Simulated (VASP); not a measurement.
# Y (P6_3/mmc) in VASP: further runs, part 2 of 3

VASP 6.6.1.

## (3) Electric field gradients, LDA (volume scaled by 0.98)

Contents of INCAR:

```
SYSTEM = Y
ALGO = Normal
EDIFF = 1E-8
ENCUT = 520
ISIF = 2
ISMEAR = -1
LASPH = .True.
LCHARG = .False.
LEFG = .True.
LREAL = .False.
LWAVE = .False.
NBANDS = 18
NELM = 60
PREC = Accurate
SIGMA = 0.08
```

Contents of KPOINTS:

```
k-points
0
Gamma
  12 12 7
  0 0 0
```

Contents of POSCAR:

```
Y
1.0
    3.6269917924      0.0000000000      0.0000000000
   -1.8134958961      3.1410670315      0.0000000000
    0.0000000000      0.0000000000      5.7088256834
Y
2
Direct
    0.3333333333      0.6666666667      0.2500000000
    0.6666666667      0.3333333333      0.7500000000
```

Potentials or basis: VASP PAW LDA potentials, release 64 (Y_sv).

The run is started by

```console
$ cat potpaw_LDA.64/Y_sv/POTCAR > POTCAR
$ mpirun -np 1 vasp_std > vasp.out
```

OUTCAR:

```text
SYSTEM = Y
   EDIFF = 1E-8
   ENCUT = 520
   ISIF = 2
   ISMEAR = -1
   LASPH = .True.
   LREAL = .False.
   NELM = 60
   PREC = Accurate

 ion  position               nearest neighbor table
   1  0.333  0.667  0.250-   2 3.54   2 3.54   2 3.54   2 3.54   2 3.54   2 3.54
   2  0.667  0.333  0.750-   1 3.54   1 3.54   1 3.54   1 3.54   1 3.54   1 3.54

  LATTYP: Found a hexagonal cell.
 ALAT       =     3.6269917924
 C/A-ratio  =     1.5739836234

  Lattice vectors:

 A1 = (   3.6269917924,   0.0000000000,   0.0000000000)
 A2 = (  -1.8134958961,   3.1410670315,   0.0000000000)
 A3 = (   0.0000000000,   0.0000000000,   5.7088256834)

Analysis of symmetry for initial positions (statically):
=====================================================================
 Subroutine PRICEL returns:
 Original cell was already a primitive cell.

 Routine SETGRP: Setting up the symmetry group for a
 hexagonal supercell.

 Subroutine GETGRP returns: Found 24 space group operations
 (whereof 12 operations were pure point group operations)
 out of a pool of 24 trial point group operations.

The static configuration has the point symmetry D_3d.
 The point group associated with its full space group is D_6h.

Analysis of symmetry for dynamics (positions and initial velocities):
=====================================================================
 Subroutine PRICEL returns:
 Original cell was already a primitive cell.

 Routine SETGRP: Setting up the symmetry group for a
 hexagonal supercell.

 Subroutine GETGRP returns: Found 24 space group operations
 (whereof 12 operations were pure point group operations)
 out of a pool of 24 trial point group operations.

The dynamic configuration has the point symmetry D_3d.
 The point group associated with its full space group is D_6h.

 Subroutine INISYM returns: Found 24 space group operations
 (whereof 12 operations are pure point group operations),
 and found     1 'primitive' translations

----------------------------------------------------------------------------------------

                                     Primitive cell

  volume of cell :      65.0385

  direct lattice vectors                    reciprocal lattice vectors
     3.626991792  0.000000000  0.000000000     0.275710577  0.159181576  0.000000000
    -1.813495896  3.141067031  0.000000000     0.000000000  0.318363152  0.000000000
     0.000000000  0.000000000  5.708825683     0.000000000  0.000000000  0.175167373

  length of vectors
     3.626991792  3.626991792  5.708825683     0.318363152  0.318363152  0.175167373

  position of ions in fractional coordinates (direct lattice)
     0.333333333  0.666666667  0.250000000
     0.666666667  0.333333333  0.750000000

  ion indices of the primitive-cell ions
   primitive index   ion index
                 1           1
                 2           2

----------------------------------------------------------------------------------------

 KPOINTS: k-points

Automatic generation of k-mesh.
 Grid dimensions read from file:
[... 73 lines left out ...]
   POTIM  = 0.5000    time-step for ionic-motion
   TEBEG  =    0.0;   TEEND  =   0.0 temperature during run
   PSTRESS=    0.0 pullay stress
   NELECT =      22.0000    total number of electrons
   NUPDOWN=      -1.0000    fix difference up-down
   EMIN   =  10.00;   EMAX   =-10.00  energy-range for DOS
   EFERMI =   0.00;   METHOD = LEGACY
   ISMEAR =    -1;   SIGMA  =   0.08  broadening in eV -4-tet -1-fermi 0-gaus
   EFERMI_NEDOS =   21; number of points for ismear=-14 and -15
   IALGO  =     38    algorithm
   IMIX   =      4    mixing-type and parameters
     AMIX     =   0.40;   BMIX     =  1.00
     AMIX_MAG =   1.60;   BMIX_MAG =  1.00
  volume/ion in A,a.u.               =      32.52       219.45
  Fermi-wavevector in a.u.,A,eV,Ry     =   1.140667  2.155548 17.702828  1.301121
  Thomas-Fermi vector in A             =   2.277369
   LORBIT       =      0    0 simple, 1 ext, 2 COOP (PROOUT), +10 PAW based schemes
   GGA     = CA    functional components
   LHFCALC =     F    Hartree Fock is set to
   AEXX    =    0.0000 exact exchange contribution
   IVDW    =     0    specifies the selected vdW correction
   LEPSILON=     F    determine dielectric tensor
   LRPA    =     F    only Hartree local field effects (RPA)
 non-spin polarized calculation
  energy-cutoff  :      520.00
  volume of cell :       65.04
 maximum number of plane-waves:      1773
 NGX is ok and might be reduce to    28
   NGX = 13   NGY = 13   NGZ = 21

 number of electron      22.0000000 magnetization

 Free energy of the ion-electron system (eV)
  ---------------------------------------------------
  ext. energy  EPLUGINS =         0.00000000
  ---------------------------------------------------
  free energy    TOTEN  =       -13.87152676 eV

  energy without entropy =      -13.78816694  energy(sigma->0) =      -13.82984685

 E-fermi :   2.8771     XC(G=0):  -9.6805

 val. band max:        2.8623708015   @ k =   0.4167  -0.0000   0.1429
 cond. band min:       2.8771665955   @ k =   0.2500   0.2500   0.4286
 fundamental gap:      0.0147957940
 Fermi energy:         2.8771079498

 k-point     1 :       0.0000    0.0000    0.0000
  band No.  band energies     occupation
      1     -39.5539      2.00000
      2     -39.4760      2.00000
      3     -19.9716      2.00000
      4     -19.4697      2.00000
      5     -19.4697      2.00000
      6     -19.3771      2.00000
[... 481 lines left out ...]
      5     -19.6812      2.00000
      6     -19.5572      2.00000
[... 10 lines left out ...]
     17       6.7279      0.00000
     18       6.9367      0.00000

 [... further k-points ...]

------------------------ aborting loop because EDIFF is reached ----------------------------------------

  FORCE on cell =-STRESS in cart. coord.  units (eV):
  Direction    XX          YY          ZZ          XY          YZ          ZX
  --------------------------------------------------------------------------------------
  -------------------------------------------------------------------------------------
  Total       -1.2753800     -1.2753800     -1.5044927     -0.0000000      0.0000000      0.0000000
  in kB      -31.4180792    -31.4180792    -37.0621081     -0.0000000      0.0000000      0.0000000
  external PRESSURE =     -33.2994222 kB  Pullay stress =       0.0000000 kB

 VOLUME and BASIS-vectors are now :
 -----------------------------------------------------------------------------
  energy-cutoff  :      520.00
  volume of cell :       65.04
      direct lattice vectors                 reciprocal lattice vectors
     3.626991792  0.000000000  0.000000000     0.275710577  0.159181576  0.000000000
    -1.813495896  3.141067031  0.000000000     0.000000000  0.318363152  0.000000000
     0.000000000  0.000000000  5.708825683     0.000000000  0.000000000  0.175167373

 POSITION                                       TOTAL-FORCE (eV/Angst)
 -----------------------------------------------------------------------------------
     -0.00000      2.09404      1.42721         0.000000      0.000000      0.000000
      1.81350      1.04702      4.28162        -0.000000     -0.000000      0.000000
 -----------------------------------------------------------------------------------
    total drift:                               -0.000000      0.000000     -0.000000

  FREE ENERGIE OF THE ION-ELECTRON SYSTEM (eV)
  ---------------------------------------------------
  free  energy   TOTEN  =       -13.8715267640 eV

  energy  without entropy=      -13.7881669364  energy(sigma->0) =      -13.82984685

 Electric field gradients (V/A^2)
---------------------------------------------------------------------
 ion       V_xx      V_yy      V_zz      V_xy      V_xz      V_yz
---------------------------------------------------------------------
   1     -12.788   -12.788    25.577     0.000     0.000    -0.000
   2     -12.788   -12.788    25.577     0.000    -0.000     0.000
---------------------------------------------------------------------

 Electric field gradients after diagonalization (V/A^2)
 (convention: |V_zz| > |V_xx| > |V_yy|)
----------------------------------------------------------------------
 ion       V_xx      V_yy      V_zz     asymmetry (V_yy - V_xx)/ V_zz
----------------------------------------------------------------------
   1     -12.788   -12.788    25.577       0.000
   2     -12.788   -12.788    25.577       0.000
----------------------------------------------------------------------

           NMR quadrupolar parameters

 Cq : quadrupolar parameter    Cq=e*Q*V_zz/h
 eta: asymmetry parameters     (V_yy - V_xx)/ V_zz
 Q  : nuclear electric quadrupole moment in mb (millibarn)
----------------------------------------------------------------------
 ion       Cq(MHz)       eta       Q (mb)
----------------------------------------------------------------------
   1       0.062       0.000       1.000
   2       0.062       0.000       1.000
----------------------------------------------------------------------
```

OSZICAR:

```text
N       E                     dE             d eps       ncg     rms          rms(c)
DAV:   1     0.896241496224E+02    0.89624E+02   -0.11266E+04  2736   0.116E+03
DAV:   2    -0.687267512469E+01   -0.96497E+02   -0.94981E+02  3424   0.263E+02
DAV:   3    -0.140920700751E+02   -0.72194E+01   -0.71400E+01  4690   0.430E+01
DAV:   4    -0.143094964432E+02   -0.21743E+00   -0.21722E+00  3426   0.732E+00
DAV:   5    -0.143151891616E+02   -0.56927E-02   -0.56910E-02  3960   0.912E-01    0.334E+01
DAV:   6    -0.139551774134E+02    0.36001E+00   -0.42637E-01  3016   0.382E+00    0.206E+01
DAV:   7    -0.138844929607E+02    0.70684E-01   -0.81345E-01  3740   0.471E+00    0.161E+00
DAV:   8    -0.138716776269E+02    0.12815E-01   -0.13144E-01  3360   0.210E+00    0.586E-01
DAV:   9    -0.138715198354E+02    0.15779E-03   -0.40879E-03  3610   0.404E-01    0.206E-01
DAV:  10    -0.138715285324E+02   -0.86971E-05   -0.70595E-04  3178   0.223E-01    0.109E-01
DAV:  11    -0.138715293469E+02   -0.81454E-06   -0.47347E-05  4174   0.481E-02    0.752E-02
DAV:  12    -0.138715273246E+02    0.20223E-05   -0.92445E-06  3072   0.226E-02    0.303E-02
DAV:  13    -0.138715267546E+02    0.57001E-06   -0.16305E-06  3078   0.110E-02    0.319E-03
DAV:  14    -0.138715267619E+02   -0.72732E-08   -0.11931E-07  4414   0.139E-03    0.219E-03
DAV:  15    -0.138715267640E+02   -0.20996E-08   -0.77841E-09  1904   0.773E-04
   1 F= -.13871527E+02 E0= -.13829847E+02  d E =-.833598E-01
```

stdout:

```text
POSCAR found type information on POSCAR Y
 POSCAR found :  1 types and       2 ions
 scaLAPACK will be used
 LDA part: xc-table for (Slater(with rela. corr.)+CA(PZ))
 , standard interpolation
 POSCAR, INCAR and KPOINTS ok, starting setup
 FFT: planning ... GRIDC
 FFT: planning ... GRID_SOFT
 FFT: planning ... GRID
 WAVECAR not read
 entering main loop
ion   1

ion   2
```

Wall time 51 s (1 thread of Intel Xeon 6975P-C (Granite Rapids), shared host); peak memory 0.21 GiB.

Results:

| Item | Value |
| --- | --- |
| Free energy | -13.8715 eV |
| Pressure | -3.3 GPa |
| Band gap on the k mesh | zero (band 11 reaches 3.85 eV, above the bottom of band 12 at 2.47 eV) |

Levels at points of the mesh, in eV from the Fermi level:
| k point | band 9 | band 10 | band 11 | band 12 | band 13 | band 14 |
| --- | --- | --- | --- | --- | --- | --- |
| (0.00, 0.00, 0.00) | -4.69 | -1.90 | 0.98 | 1.70 | 1.70 | 1.98 |
| (0.50, 0.00, 0.00) | -1.68 | -1.22 | -0.84 | -0.04 | 1.38 | 1.43 |

Electric field gradients, principal values (V/Å²):
```
atom    least   middle  greatest (by size)
 1 Y  -12.788  -12.788              25.577
 2 Y  -12.788  -12.788              25.577
```

Caveat: without QUAD_EFG the Cq values of the log hold for a quadrupole moment of 1 mb, not for the nuclei.

[end of part 2 of 3]
